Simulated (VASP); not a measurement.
Here is a VASP 6.6.1 calculation.

The input INCAR:

```
ALGO     = Normal         # electronic algorithm
EDIFF    = 1E-6           # SCF threshold, eV
ENCUT    = 500            # plane-wave cutoff, eV
GGA      = PE             # functional
GGA_COMPAT= F            
ISIF     = 2              # what is computed and relaxed
ISMEAR   = 0              # smearing method
LASPH    = T              # aspherical terms in the spheres
LCHARG   = F              # write CHGCAR
LREAL    = F              # projectors in reciprocal space
LWAVE    = F              # write WAVECAR
NBANDS   = 34             # bands
NELM     = 120            # most SCF steps
PREC     = Accurate       # precision mode
SIGMA    = 0.02           # smearing width, eV
```

File KPOINTS:

```
k-points
0
Gamma
  4 4 8
```

Contents of POSCAR:

```
CaZnBr4
1.0
    4.6611552443     -4.6550499432      0.0000000000
    4.6611552443      4.6550499432      0.0000000000
    0.0000000000      0.0000000000      4.0389109484
Ca Zn Br
1 1 4
Direct
    0.5000000000      0.5000000000      0.5000000000
    0.0000000000      0.0000000000      0.0000000000
    0.8155901669      0.1844098331      0.5000000000
    0.2865701596      0.2865701596      0.0000000000
    0.7134298404      0.7134298404      0.0000000000
    0.1844098331      0.8155901669      0.5000000000
```

Potentials or basis: VASP PAW PBE potentials, release 64 (Ca_sv, Zn, Br).

Command:

```bash
$ cat potpaw_PBE.64/Ca_sv/POTCAR potpaw_PBE.64/Zn/POTCAR potpaw_PBE.64/Br/POTCAR > POTCAR
$ mpirun -np 1 vasp_std > vasp.out
```

Question: Predict the band gap on the k mesh.

Answer: 2.14 eV.

Question: Estimate the pressure.

Answer: 1.0 GPa.

Question: What does it give for the largest force?

Answer: 0.009 eV/Å.

Forces in eV/Å, atoms in the order of the input:
```
Ca   0.000  0.000  0.000
Zn   0.000  0.000  0.000
Br   0.000  0.004  0.000
Br  -0.009  0.000  0.000
Br   0.009  0.000  0.000
Br   0.000 -0.004  0.000
```

A k mesh can miss the band edges.
